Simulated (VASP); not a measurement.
CdS, 2 atoms in the cell. It takes space group P3m1 (No. 156, trigonal). The conventional cell has a = 4.261 Å, b = 4.261 Å, c = 5.804 Å, α = 90.00°, β = 90.00°, γ = 120.00°. Cd (site symmetry 3m) has 3 S at 2.46 Å within 3.2 Å. S (site symmetry 3m) has 3 Cd at 2.46 Å within 3.2 Å. 

```yaml
Program: VASP 6.6.1
Task: single point
Functional: PBE
Potentials_or_basis: VASP PAW PBE potentials, release 64 (Cd, S)
Cutoff: 520 eV
k_mesh: 7 × 7 × 5
Occupations: fermi-dirac, width 0.05 eV
Spin: no spin polarisation
Dipole_correction: no
Further_INCAR_settings: ALGO = Normal; EDIFF = 1e-06; NBANDS = 16
```

Potentials or basis: VASP PAW PBE potentials, release 64 (Cd, S).

Launch:

```bash
$ cat potpaw_PBE.64/Cd/POTCAR potpaw_PBE.64/S/POTCAR > POTCAR
$ mpirun -np 1 vasp_std > vasp.out
```

Hardware: 1 thread of Intel Xeon 8259CL, on a shared host.

Q: Estimate the wall time of this run.

A: It took 68 s on 1 thread of Intel Xeon 8259CL, on a shared host, peak memory 0.23 GiB. Counts: scf iterations 14, k points 32.
